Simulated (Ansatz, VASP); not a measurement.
**One calculation of InAs, two programs**

```
In As
1.0
     0.00000    3.01326    3.01326
     3.01326    0.00000    3.01326
     3.01326    3.01326    0.00000
In As
1 1
Direct
  0.25000 0.25000 0.25000
  0.00000 0.00000 0.00000
```

Alike in both runs: functional LDA; k mesh 10 × 10 × 10; occupations fermi-dirac, width 0.15 eV; no spin polarisation.

Ansatz relaxed the structure, and its values are those at the end. VASP's run is a single point on that final structure, the one shown.

```csv
,VASP,Ansatz
version,VASP 6.6.1,Ansatz 0.2.0
potentials or method,"VASP PAW LDA potentials, release 64 (In_d, As), cutoff 520 eV","scalar-relativistic, plane waves, PAW"
valence electrons in the cell,18,28
```

|  | VASP | Ansatz | Ansatz less VASP |
| --- | --- | --- | --- |
| gap on the k mesh at the Fermi level (eV) | none | none | - |
| pressure (GPa) | 0.1 | 0.0 | -0.15 |

Ansatz warns that its potentials were made for another functional, while VASP's fit it. LDA's correlation is that of Perdew and Zunger in VASP and of Perdew and Wang (1992) in Ansatz. A gap of «none» marks a metal or a gap that the smearing closes. VASP's potentials hold 18 valence electrons a cell and Ansatz's 28, so a difference there can come from the potentials and not from the codes.
